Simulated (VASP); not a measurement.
Here is a VASP 6.6.1 calculation.

The input INCAR:

```
SYSTEM = Ru
PREC = Accurate ; ENCUT = 520
EDIFF = 1E-6 ; ISMEAR = -1
SIGMA = 0.05 ; LREAL = .FALSE.
LASPH = .TRUE. ; NELM = 60
ALGO = Normal ; ISIF = 2
LWAVE = .FALSE. ; LCHARG = .FALSE.
NBANDS = 21
```

KPOINTS

```
Automatic mesh
0
G
  11 11 6
  0 0 0
```

POSCAR

```
Ru
1.0
    2.7237197275      0.0000000000      0.0000000000
   -1.3618598638      2.3588104769      0.0000000000
    0.0000000000      0.0000000000      4.3102577801
Ru
2
Direct
    0.6666666667      0.3333333333      0.7500000000
    0.3333333333      0.6666666667      0.2500000000
```

Potentials or basis: VASP PAW LDA potentials, release 64 (Ru_pv).

Run with:

```bash
$ cat potpaw_LDA.64/Ru_pv/POTCAR > POTCAR
$ mpirun -np 1 vasp_std > vasp.out
```

Q: Estimate the pressure.

A: -17.3 GPa.

Q: Predict the band gap on the k mesh.

A: Zero (bands 14 and 15 overlap by 2.99 eV).

Stress tensor (GPa, compression positive):
```
-16.88   0.00   0.00
  0.00 -16.88   0.00
  0.00   0.00 -18.03
```

Caveat: the cell stands under tension.
